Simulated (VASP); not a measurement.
# MoS2 (R-3m) in VASP: a series of runs, part 2 of 2

VASP 6.6.1. Earlier steps stand in the parts before.

## 3. Single point, PBE, collinear spin

This run uses another cell than the first one, of 19.71 Å³/atom.

The input, INCAR:

```
PREC = Accurate
ENCUT = 520
EDIFF = 1E-6
ISMEAR = 0
SIGMA = 0.1
LREAL = False
LASPH = True
NELM = 150
ALGO = Normal
ISIF = 2
LWAVE = False
LCHARG = False
ISPIN = 2
MAGMOM = 1 0 0
LORBIT = 11
LMAXMIX = 4
GGA = PE
NBANDS = 24
```

The input, KPOINTS:

```
regular mesh
0
Gamma
  6 6 6
```

The input, POSCAR:

```
MoS2
1.0
    1.5984763769      0.9228807665      6.6803378438
   -1.5984763769      0.9228807665      6.6803378438
    0.0000000000     -1.8457615329      6.6803378438
Mo S
1 2
Direct
    0.0000000000      0.0000000000      0.0000000000
    0.7453665761      0.7453665761      0.7453665761
    0.2546334239      0.2546334239      0.2546334239
```

Potentials or basis: VASP PAW PBE potentials, release 64 (Mo_sv, S).

On the command line:

```console
cat potpaw_PBE.64/Mo_sv/POTCAR potpaw_PBE.64/S/POTCAR > POTCAR
mpirun -np 1 vasp_std > vasp.out
```

OUTCAR:

```text
PREC = Accurate
   ENCUT = 520
   EDIFF = 1E-6
   ISMEAR = 0
   LREAL = False
   LASPH = True
   NELM = 150
   ISIF = 2
   ISPIN = 2
   LORBIT = 11
   GGA = PE

 ion  position               nearest neighbor table
   1  0.000  0.000  0.000-   2 2.43   3 2.43   2 2.43   2 2.43   3 2.43   3 2.43
   2  0.745  0.745  0.745-   1 2.43   1 2.43   1 2.43
   3  0.255  0.255  0.255-   1 2.43   1 2.43   1 2.43

  LATTYP: Found a trigonal (rhomboedric) cell.
 ALAT       =     6.9306384514
 COS(alpha) =     0.8936111895

  Lattice vectors:

 A1 = (   1.5984763769,   0.9228807665,   6.6803378438)
 A2 = (  -1.5984763769,   0.9228807665,   6.6803378438)
 A3 = (   0.0000000000,  -1.8457615329,   6.6803378438)

Analysis of symmetry for initial positions (statically):
=====================================================================
 Subroutine PRICEL returns:
 Original cell was already a primitive cell.

 Routine SETGRP: Setting up the symmetry group for a
[... 1495 lines left out ...]

 [... further k-points ...]

------------------------ aborting loop because EDIFF is reached ----------------------------------------

  FORCE on cell =-STRESS in cart. coord.  units (eV):
  Direction    XX          YY          ZZ          XY          YZ          ZX
  --------------------------------------------------------------------------------------
  -------------------------------------------------------------------------------------
  Total        0.0436348      0.0436348      0.0743390      0.0000000      0.0000000      0.0000000
  in kB        1.1823395      1.1823395      2.0143066      0.0000000      0.0000000      0.0000000
  external PRESSURE =       1.4596618 kB  Pullay stress =       0.0000000 kB

 VOLUME and BASIS-vectors are now :
 -----------------------------------------------------------------------------
  energy-cutoff  :      520.00
  volume of cell :       59.13
      direct lattice vectors                 reciprocal lattice vectors
     1.598476377  0.922880766  6.680337844     0.312797866  0.180593932  0.049897676
    -1.598476377  0.922880766  6.680337844    -0.312797866  0.180593932  0.049897676
     0.000000000 -1.845761533  6.680337844     0.000000000 -0.361187865  0.049897676

 POSITION                                       TOTAL-FORCE (eV/Angst)
 -----------------------------------------------------------------------------------
      0.00000      0.00000      0.00000         0.000000      0.000000     -0.000000
      0.00000      0.00000     14.93790         0.000000      0.000000      0.010484
      0.00000      0.00000      5.10311         0.000000     -0.000000     -0.010484
 -----------------------------------------------------------------------------------
    total drift:                                0.000000     -0.000000      0.000000

  FREE ENERGIE OF THE ION-ELECTRON SYSTEM (eV)
  ---------------------------------------------------
  free  energy   TOTEN  =       -21.0606891196 eV

  energy  without entropy=      -21.0581531511  energy(sigma->0) =      -21.05942114

 total charge

# of ion       s       p       d       tot
------------------------------------------
    1        2.288   6.211   3.877  12.376
    2        1.366   2.322   0.000   3.687
    3        1.366   2.322   0.000   3.687
--------------------------------------------------
tot          5.019  10.855   3.877  19.751

 magnetization (x)

# of ion       s       p       d       tot
------------------------------------------
    1        0.000  -0.000   0.000   0.000
    2        0.000  -0.000   0.000  -0.000
    3        0.000  -0.000   0.000  -0.000
--------------------------------------------------
tot          0.000  -0.000   0.000  -0.000
```

OSZICAR:

```text
N       E                     dE             d eps       ncg     rms          rms(c)
DAV:   1     0.176138407092E+03    0.17614E+03   -0.12647E+04  3088   0.990E+02
DAV:   2    -0.157348671812E+02   -0.19187E+03   -0.18472E+03  3832   0.270E+02
DAV:   3    -0.225200522675E+02   -0.67852E+01   -0.67376E+01  3904   0.481E+01
DAV:   4    -0.225928154136E+02   -0.72763E-01   -0.72742E-01  3536   0.537E+00
DAV:   5    -0.225940971107E+02   -0.12817E-02   -0.12816E-02  3952   0.697E-01    0.234E+01
DAV:   6    -0.216379986508E+02    0.95610E+00   -0.14132E+01  3216   0.179E+01    0.978E+00
DAV:   7    -0.212214801082E+02    0.41652E+00   -0.61426E+00  3112   0.114E+01    0.639E+00
DAV:   8    -0.210596993063E+02    0.16178E+00   -0.81018E-01  3392   0.430E+00    0.176E+00
DAV:   9    -0.210605701221E+02   -0.87082E-03   -0.24858E-02  3808   0.936E-01    0.911E-01
DAV:  10    -0.210607115962E+02   -0.14147E-03   -0.77613E-04  3688   0.189E-01    0.380E-01
DAV:  11    -0.210606329534E+02    0.78643E-04   -0.24752E-03  3640   0.265E-01    0.767E-02
DAV:  12    -0.210606626143E+02   -0.29661E-04   -0.16068E-04  3664   0.722E-02    0.448E-02
DAV:  13    -0.210606697067E+02   -0.70924E-05   -0.16441E-05  3592   0.228E-02    0.200E-02
DAV:  14    -0.210606859181E+02   -0.16211E-04   -0.14265E-05  3312   0.193E-02    0.774E-03
DAV:  15    -0.210606887539E+02   -0.28357E-05   -0.28267E-06  3744   0.902E-03    0.256E-03
DAV:  16    -0.210606891196E+02   -0.36568E-06   -0.29314E-07  2544   0.277E-03
   1 F= -.21060689E+02 E0= -.21059421E+02  d E =-.253597E-02  mag=    -0.0001
```

Wall time 8.8 min (1 thread of Intel Xeon Platinum 8375C at 2.90GHz (Ice Lake), shared host); peak memory 0.51 GiB.

What came out:

- Free energy: -21.0607 eV
- Pressure: 0.1 GPa
- Largest force: 0.010 eV/Å
- Band gap on the k mesh: zero (filled and empty bands overlap)
- Net moment: 0.00 μB per cell
- Valence electrons inside the program's atomic spheres: Mo 12.38; S 3.69

Forces in eV/Å, atoms in the order of the input:
```
Mo   0.000  0.000  0.000
S    0.000  0.000  0.010
S    0.000  0.000 -0.010
```

Stress tensor (GPa, compression positive):
```
0.12 0.00 0.00
0.00 0.12 0.00
0.00 0.00 0.20
```

Levels at points of the mesh, in eV from the Fermi level:
Spin up:
```
           k point  band 9  band 10  band 11  band 12  band 13  band 14  band 15  band 16  band 17  band 18
(0.00, 0.00, 0.00)   -3.73    -2.10    -1.05    -0.78    -0.78    -0.08    -0.08     3.32     3.32     6.07
(0.50, 0.00, 0.00)   -4.82    -3.90    -2.66    -1.85    -1.41     1.17     1.96     3.44     4.11     5.54
(0.50, 0.50, 0.00)   -4.54    -3.87    -2.70    -1.98    -1.49     1.17     1.84     3.62     4.72     4.90
(0.50, 0.50, 0.50)   -3.72    -3.36    -0.78    -0.78    -0.29    -0.11    -0.11     3.36     3.36     6.17
```
Spin down:
| k point | band 9 | band 10 | band 11 | band 12 | band 13 | band 14 | band 15 | band 16 | band 17 | band 18 |
| --- | --- | --- | --- | --- | --- | --- | --- | --- | --- | --- |
| (0.00, 0.00, 0.00) | -3.73 | -2.10 | -1.05 | -0.78 | -0.78 | -0.08 | -0.08 | 3.32 | 3.32 | 6.07 |
| (0.50, 0.00, 0.00) | -4.82 | -3.90 | -2.66 | -1.85 | -1.41 | 1.17 | 1.96 | 3.44 | 4.11 | 5.54 |
| (0.50, 0.50, 0.00) | -4.54 | -3.87 | -2.70 | -1.98 | -1.49 | 1.17 | 1.84 | 3.62 | 4.72 | 4.90 |
| (0.50, 0.50, 0.50) | -3.72 | -3.36 | -0.78 | -0.78 | -0.29 | -0.11 | -0.11 | 3.36 | 3.36 | 6.17 |

Caveat: the k points lie up to 0.38 Å⁻¹ apart, too coarse for converged energies and pressures of a metal.

## 4. Relaxation of cell and atoms, PBE, collinear spin

The input, INCAR:

```
PREC     = Accurate       # precision mode
ENCUT    = 600            # plane-wave cutoff, eV
EDIFF    = 1E-6           # SCF threshold, eV
ISMEAR   = 0              # smearing method
SIGMA    = 0.1            # smearing width, eV
LREAL    = F              # projectors in reciprocal space
LASPH    = T              # aspherical terms in the spheres
NELM     = 150            # most SCF steps
ALGO     = Normal         # electronic algorithm
ISIF     = 3              # what is computed and relaxed
LWAVE    = F              # write WAVECAR
LCHARG   = F              # write CHGCAR
ISPIN    = 2              # spin polarisation
MAGMOM   = 1 0 0          # initial moments
LORBIT   = 11             # projections on sites
LMAXMIX  = 4              # l up to which the mixer works
GGA      = PE             # functional
IBRION   = 2              # ionic algorithm
NSW      = 90             # ionic steps
EDIFFG   = -0.04          # ionic threshold
```

The input, KPOINTS:

```
Automatic mesh
0
Gamma
  6 6 6
```

The input, POSCAR:

```
MoS2
1.0
    1.5855007400      0.9153892800      6.1149997700
   -1.5855007400      0.9153892800      6.1149997700
    0.0000000000     -1.8307785600      6.1149997700
Mo S
1 2
Direct
    0.0000000000      0.0000000000      0.0000000000
    0.7500000000      0.7500000000      0.7500000000
    0.2500000000      0.2500000000      0.2500000000
```

On the command line:

```console
cat potpaw_PBE.64/Mo_sv/POTCAR potpaw_PBE.64/S/POTCAR > POTCAR
mpirun -np 1 vasp_std > vasp.out
```

It took 56 min on 1 thread of Intel Xeon Platinum 8375C at 2.90GHz (Ice Lake), shared host; peak memory 0.56 GiB.

The run converged. Its results:

```yaml
Free_energy: -21.0588 eV
Relaxed_volume: 19.78 Å³/atom
Relaxed_cell: a = 6.976 Å, b = 6.976 Å, c = 6.976 Å, α = 26.45°, β = 26.45°, γ = 26.45°
Space_group_after_relaxing_to_0.1_Å: R-3m (No. 166)
Energy_gained_by_relaxing: 28.0 meV/atom
Ionic_steps: 21
Pressure_after_relaxing: 0.1 GPa
Largest_force_after_relaxing: 0.028 eV/Å
Band_gap_on_the_k_mesh: zero (filled and empty bands overlap)
Net_moment: 0.00 μB per cell
Valence_electrons_inside_the_program's_atomic_spheres: Mo 12.38; S 3.69
```

Forces on the atoms (eV/Å):
```
Mo   0.000  0.000  0.000
S    0.000  0.000 -0.028
S    0.000  0.000  0.028
```

Stress tensor (GPa, compression positive):
```
 0.18  0.00  0.00
 0.00  0.18  0.00
 0.00  0.00 -0.19
```

Step by step:
| step | energy change (eV) | largest force (eV/Å) | pressure (GPa) | volume (Å³) |
| --- | --- | --- | --- | --- |
| 1 | 0.0000 | 0.9328 | 7.80 | 53.25 |
| 2 | 0.1639 | 1.5872 | -11.22 | 60.18 |
| 3 | -0.0691 | 0.0929 | -0.27 | 55.56 |
| 4 | -0.0691 | 0.0616 | -0.02 | 55.48 |
| 5 | -0.0691 | 0.0438 | 0.11 | 55.43 |
| 6 | -0.0709 | 0.0561 | 0.16 | 55.46 |
| 7 | -0.0734 | 0.0960 | 0.29 | 55.54 |
| 8 | -0.0754 | 0.1080 | 0.02 | 55.94 |
| 9 | -0.0785 | 0.1366 | -0.59 | 56.94 |
| 10 | -0.0784 | 0.1770 | -1.61 | 58.98 |
| 11 | -0.0795 | 0.1506 | -0.99 | 57.82 |
| 12 | -0.0801 | 0.1297 | -0.90 | 57.87 |
| 13 | -0.0813 | 0.0694 | -0.55 | 58.03 |
| 14 | -0.0821 | 0.0557 | 0.14 | 58.36 |
| 15 | -0.0821 | 0.0384 | 0.04 | 58.31 |
| 16 | -0.0823 | 0.0368 | 0.05 | 58.35 |
| 17 | -0.0828 | 0.0323 | 0.09 | 58.46 |
| 18 | -0.0835 | 0.0241 | 0.17 | 58.69 |
| 19 | -0.0838 | 0.0112 | 0.36 | 59.13 |
| 20 | -0.0837 | 0.0824 | -0.33 | 59.65 |
| 21 | -0.0839 | 0.0281 | 0.06 | 59.35 |

Final structure:
```xyz
3
Lattice="1.5958 0.9213 6.7279 -1.5958 0.9213 6.7279 0.0000 -1.8426 6.7279" Properties=species:S:1:pos:R:3 pbc="T T T"
Mo    0.0000    0.0000    0.0000
S     0.0000    0.0000   15.0385
S     0.0000    0.0000    5.1453
```

Levels at points of the mesh, in eV from the Fermi level:
Spin up:
| k point | band 9 | band 10 | band 11 | band 12 | band 13 | band 14 | band 15 | band 16 | band 17 | band 18 |
| --- | --- | --- | --- | --- | --- | --- | --- | --- | --- | --- |
| (0.00, 0.00, 0.00) | -3.71 | -2.16 | -1.09 | -0.78 | -0.78 | -0.07 | -0.07 | 3.31 | 3.31 | 6.02 |
| (0.50, 0.00, 0.00) | -4.83 | -3.89 | -2.67 | -1.89 | -1.41 | 1.18 | 1.96 | 3.42 | 4.09 | 5.51 |
| (0.50, 0.50, 0.00) | -4.56 | -3.86 | -2.71 | -2.00 | -1.48 | 1.18 | 1.85 | 3.59 | 4.70 | 4.88 |
| (0.50, 0.50, 0.50) | -3.70 | -3.37 | -0.78 | -0.78 | -0.35 | -0.10 | -0.10 | 3.34 | 3.34 | 6.16 |
Spin down:
```
           k point  band 10  band 11  band 12  band 13  band 14  band 15  band 16  band 17
(0.00, 0.00, 0.00)    -2.16    -1.09    -0.78    -0.78    -0.07    -0.07     3.31     3.31
(0.50, 0.00, 0.00)    -3.89    -2.67    -1.89    -1.41     1.18     1.96     3.42     4.09
(0.50, 0.50, 0.00)    -3.86    -2.71    -2.00    -1.48     1.18     1.85     3.59     4.70
(0.50, 0.50, 0.50)    -3.37    -0.78    -0.78    -0.35    -0.10    -0.10     3.34     3.34
```

Caveat: the k points lie up to 0.38 Å⁻¹ apart in the final cell, too coarse for converged energies and pressures of a metal. Zero-point motion and thermal expansion aren't in these numbers.

## 5. Single point, PBE

This run uses another cell than the first one, of 19.91 Å³/atom.

The input, INCAR:

```
PREC = Accurate
ENCUT = 520
EDIFF = 1E-6
ISMEAR = 0
SIGMA = 0.1
LREAL = False
LASPH = True
NELM = 80
ALGO = Normal
ISIF = 2
LWAVE = False
LCHARG = True
GGA = PE
LELF = True
LVHAR = True
NBANDS = 20
```

The input, KPOINTS:

```
Automatic mesh
0
Gamma
  18 18 18
```

The input, POSCAR:

```
MoS2
1.0
    1.5965900338      0.9217916858      6.7633458330
   -1.5965900338      0.9217916858      6.7633458330
    0.0000000000     -1.8435833715      6.7633458330
Mo S
1 2
Direct
    0.0000000000      0.0000000000      0.0000000000
    0.7447139149      0.7447139149      0.7447139149
    0.2552860851      0.2552860851      0.2552860851
```

On the command line:

```console
cat potpaw_PBE.64/Mo_sv/POTCAR potpaw_PBE.64/S/POTCAR > POTCAR
mpirun -np 1 vasp_std > vasp.out
```

Wall time 37 min (1 thread of Intel Xeon Platinum 8375C at 2.90GHz (Ice Lake), shared host); peak memory 0.87 GiB.

It converged, with:

| Quantity | Value |
| --- | --- |
| Free energy | -21.0295 eV |
| Pressure | -0.1 GPa |
| Largest force | 0.008 eV/Å |
| Band gap on the k mesh | zero (bands 13 and 14 overlap by 0.66 eV) |

Forces in eV/Å, atoms in the order of the input:
```
Mo   0.000  0.000  0.000
S    0.000  0.000 -0.008
S    0.000  0.000  0.008
```

Levels at points of the mesh, in eV from the Fermi level:
```
           k point  band 10  band 11  band 12  band 13  band 14  band 15  band 16  band 17
(0.00, 0.00, 0.00)    -2.33    -1.22    -0.91    -0.91    -0.22    -0.22     3.15     3.15
(0.50, 0.00, 0.00)    -4.02    -2.82    -2.03    -1.56     1.05     1.82     3.28     3.95
(0.50, 0.50, 0.00)    -4.00    -2.86    -2.14    -1.63     1.05     1.70     3.43     4.55
(0.50, 0.50, 0.50)    -3.49    -0.91    -0.91    -0.51    -0.25    -0.25     3.19     3.19
```

## 6. The runs side by side

| task | spin | cell | k mesh | cutoff (eV) | gap on the mesh (eV) | pressure (GPa) | moment (μB) | largest force (eV/Å) |
| --- | --- | --- | --- | --- | --- | --- | --- | --- |
| single point | collinear | a = 6.383 Å, angles 28.8°, 3 atoms, atomic positions A | 6 × 6 × 6 | 520 | none | 7.8 | 0.00 | 0.93 |
| single point | collinear | a = 6.931 Å, angles 26.7°, 3 atoms, atomic positions B | 6 × 6 × 6 | 520 | none | 0.1 | 0.00 | 0.01 |
| relaxation of cell and atoms | collinear | relaxed from a = 6.383 Å, angles 28.8°, 3 atoms, atomic positions A | 6 × 6 × 6 | 600 | none | 0.1 | 0.00 | 0.03 |
| single point | off | a = 7.010 Å, angles 26.3°, 3 atoms, atomic positions C | 18 × 18 × 18 | 520 | none | -0.1 | - | 0.01 |

Alike in all rows: level PBE; potentials or basis VASP PAW PBE potentials, release 64 (Mo_sv, S); smearing gaussian 0.1 eV.

Caveats: some runs use coarse meshes.

Absolute energies hang on the potentials; compare differences alone.
